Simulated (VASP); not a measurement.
# Tl3S (I4/mmm) in VASP: a series of runs, part 2 of 2

VASP 6.6.1.

### Step 3. Single point, PBE-based screened hybrid with 10 % exact exchange

The input, POSCAR:

```
Tl3S
1.0
   -2.3509700000      2.3509700000      5.1428010000
    2.3509700000     -2.3509700000      5.1428010000
    2.3509700000      2.3509700000     -5.1428010000
Tl S
3 1
Direct
    0.5000000000      0.5000000000      0.0000000000
    0.2500000000      0.7500000000      0.5000000000
    0.7500000000      0.2500000000      0.5000000000
    0.0000000000      0.0000000000      0.0000000000
```

The input, INCAR.step1:

```
  PREC = Accurate
  ENCUT = 520
  EDIFF = 1E-5
  ISMEAR = -1
  SIGMA = 0.05
  LREAL = F
  LASPH = T
  NELM = 60
  ALGO = Normal
  ISIF = 2
  LWAVE = T
  LCHARG = F
  NBANDS = 30
  GGA = PE
  LUSENCCL = F
```

The input, INCAR.step2:

```
  PREC = Accurate
  ENCUT = 520
  EDIFF = 1E-6
  ISMEAR = -1
  SIGMA = 0.05
  LREAL = F
  LASPH = T
  NELM = 60
  ALGO = Normal
  ISIF = 2
  LWAVE = F
  LCHARG = F
  GGA = PE
  LHFCALC = T
  AEXX = 0.1
  HFSCREEN = 0.2
  PRECFOCK = Normal
  NBANDS = 30
  ISTART = 1
  LUSENCCL = F
```

The input, KPOINTS:

```
regular mesh
0
Gamma
  4 4 4
```

Potentials or basis: VASP PAW PBE potentials, release 64 (Tl_d, S).

On the command line:

```bash
$ cat potpaw_PBE.64/Tl_d/POTCAR potpaw_PBE.64/S/POTCAR > POTCAR
$ cp INCAR.step1 INCAR
$ mpirun -np 1 vasp_std > vasp.out
$ cp INCAR.step2 INCAR
$ mpirun -np 1 vasp_std > vasp.out
```

OUTCAR:

```text
PREC = Accurate
   ENCUT = 520
   EDIFF = 1E-6
   ISMEAR = -1
   LREAL = F
   LASPH = T
   NELM = 60
   ISIF = 2
   GGA = PE
   LHFCALC = T
   AEXX = 0.1
   HFSCREEN = 0.2
   PRECFOCK = Normal
   ISTART = 1

 ion  position               nearest neighbor table
   1  0.500  0.500  0.000-   4 3.32   4 3.32   4 3.32   4 3.32   2 3.48   2 3.48   3 3.48   3 3.48
                             3 3.48   2 3.48   3 3.48   2 3.48
   2  0.250  0.750  0.500-   3 3.32   3 3.32   3 3.32   3 3.32   1 3.48   1 3.48   1 3.48   1 3.48

   3  0.750  0.250  0.500-   2 3.32   2 3.32   2 3.32   2 3.32   1 3.48   1 3.48   1 3.48   1 3.48

   4  0.000  0.000  0.000-   1 3.32   1 3.32   1 3.32   1 3.32

  LATTYP: Found a body centered tetragonal cell.
 ALAT       =     4.7019400000
 C/A-ratio  =     2.1875230224

  Lattice vectors:

 A1 = (  -2.3509700000,   2.3509700000,   5.1428010000)
 A2 = (   2.3509700000,  -2.3509700000,   5.1428010000)
 A3 = (   2.3509700000,   2.3509700000,  -5.1428010000)

Analysis of symmetry for initial positions (statically):
=====================================================================
[... 171 lines left out ...]

 E-fermi :   5.2418     XC(G=0):  -9.0781

 val. band max:        5.1718477101   @ k =   0.5000   0.0000   0.0000
 cond. band min:       5.3851388373   @ k =   0.2500   0.2500   0.0000
 fundamental gap:      0.2132911272
 Fermi energy:         5.2417636280

 k-point     1 :       0.0000    0.0000    0.0000
  band No.  band energies     occupation
      1      -7.3427      2.00000
      2      -7.2844      2.00000
      3      -7.1373      2.00000
      4      -6.9941      2.00000
      5      -6.9325      2.00000
      6      -6.9325      2.00000
[... 418 lines left out ...]
     29      11.2648      0.00000
     30      12.3640      0.00000

------------------------ aborting loop because EDIFF is reached ----------------------------------------

  FORCE on cell =-STRESS in cart. coord.  units (eV):
  Direction    XX          YY          ZZ          XY          YZ          ZX
  --------------------------------------------------------------------------------------
  -------------------------------------------------------------------------------------
  Total       -0.1201865     -0.1201865     -0.5468196      0.0000000      0.0000000      0.0000000
  in kB       -1.6936066     -1.6936066     -7.7054991      0.0000000      0.0000000      0.0000000
  external PRESSURE =      -3.6975708 kB  Pullay stress =       0.0000000 kB

 VOLUME and BASIS-vectors are now :
 -----------------------------------------------------------------------------
  energy-cutoff  :      520.00
  volume of cell :      113.70
      direct lattice vectors                 reciprocal lattice vectors
    -2.350970000  2.350970000  5.142801000     0.000000000  0.212678171  0.097223284
     2.350970000 -2.350970000  5.142801000     0.212678171  0.000000000  0.097223284
     2.350970000  2.350970000 -5.142801000     0.212678171  0.212678171  0.000000000

 POSITION                                       TOTAL-FORCE (eV/Angst)
 -----------------------------------------------------------------------------------
      0.00000      0.00000      5.14280        -0.000000     -0.000000      0.000000
      2.35097      0.00000      2.57140         0.000000     -0.000000     -0.000000
      0.00000      2.35097      2.57140        -0.000000      0.000000      0.000000
      0.00000      0.00000      0.00000        -0.000000     -0.000000      0.000000
 -----------------------------------------------------------------------------------
    total drift:                               -0.000000      0.000000     -0.000000

  FREE ENERGIE OF THE ION-ELECTRON SYSTEM (eV)
  ---------------------------------------------------
  free  energy   TOTEN  =       -11.9026189893 eV

  energy  without entropy=      -11.8879613520  energy(sigma->0) =      -11.89529017
```

OSZICAR.step1:

```text
N       E                     dE             d eps       ncg     rms          rms(c)
DAV:   1     0.241705365879E+03    0.24171E+03   -0.23331E+04   780   0.137E+03
DAV:   2    -0.345878004021E+01   -0.24516E+03   -0.23671E+03   852   0.305E+02
DAV:   3    -0.120444334167E+02   -0.85857E+01   -0.84949E+01   906   0.454E+01
DAV:   4    -0.121315662435E+02   -0.87133E-01   -0.87114E-01   846   0.487E+00
DAV:   5    -0.121328522775E+02   -0.12860E-02   -0.12860E-02   888   0.626E-01    0.523E+00
DAV:   6    -0.111885081141E+02    0.94434E+00   -0.34149E+00   848   0.635E+00    0.414E+00
DAV:   7    -0.111896511177E+02   -0.11430E-02   -0.24294E-01   822   0.187E+00    0.244E+00
DAV:   8    -0.111805139347E+02    0.91372E-02   -0.30396E-02   852   0.896E-01    0.387E-01
DAV:   9    -0.111799155460E+02    0.59839E-03   -0.68444E-03   884   0.332E-01    0.224E-01
DAV:  10    -0.111801317967E+02   -0.21625E-03   -0.24243E-03   852   0.253E-01    0.806E-02
DAV:  11    -0.111799975120E+02    0.13428E-03   -0.44060E-04   872   0.106E-01    0.182E-02
DAV:  12    -0.111799986458E+02   -0.11339E-05   -0.55699E-05   834   0.362E-02
   1 F= -.11179999E+02 E0= -.11172135E+02  d E =-.157270E-01
```

It took 20 min on 1 × NVIDIA H100 80GB with 1 thread of AMD EPYC 7R13 (Zen 3), shared host; peak memory 1.3 GiB.

What came out:

* Free energy: -11.9026 eV
* Pressure: -0.4 GPa
* Band gap on the k mesh: zero (an odd number of electrons rules out a gap without spin polarisation)

Stress tensor (GPa, compression positive):
```
-0.17  0.00  0.00
 0.00 -0.17  0.00
 0.00  0.00 -0.77
```

Caveat: the k points lie up to 0.37 Å⁻¹ apart, too coarse for converged energies and pressures of a metal; the PAW data sets were made with another functional, which shifts forces and pressure a little; spin-orbit coupling is left out, which moves the levels of the heavy elements.
